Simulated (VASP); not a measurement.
Runs of VASP 6.6.1 on TaGe3Ru. The structure is that of space group P6/mmm (No. 191), or close to it. The cells are those of the table. The cell was built from a structure type or drawn by symmetry, and may not be a known phase.

| task | cell | k mesh | cutoff (eV) | gap on the mesh (eV) | pressure (GPa) |
| --- | --- | --- | --- | --- | --- |
| relaxation of cell and atoms | relaxed from a = 4.974, b = 4.974, c = 4.954 Å, angles 90.0, 90.0, 120.0°, 5 atoms | 6 × 6 × 4 | 600 | none | 0.0 |
| single point | a = 5.403, b = 5.403, c = 4.731 Å, angles 90.0, 90.0, 120.0°, 5 atoms | 12 × 12 × 8 | 520 | none | (a) |
| single point | a = 4.974, b = 4.974, c = 4.954 Å, angles 90.0, 90.0, 120.0°, 5 atoms | 6 × 6 × 4 | 520 | none | 12.0 |
| single point | a = 5.360, b = 5.360, c = 4.779 Å, angles 90.0, 90.0, 120.0°, 5 atoms | 6 × 6 × 4 | 520 | none | 0.4 |

Alike in all rows: level PBE; potentials or basis VASP PAW PBE potentials, release 64 (Ta_pv, Ge_d, Ru_pv); no spin polarisation; smearing gaussian 0.1 eV.

Task: Estimate the missing entries.

Result: (a) 0.2.

Caveats: spin-orbit coupling is left out, which moves the levels of the heavy elements; the cell stands under pressure (at least some runs).

A k mesh can miss the band edges, and the runs leave out spin-orbit coupling on Ge, Ru, Ta.

A gap of «none» marks levels without a gap at the run's occupations.
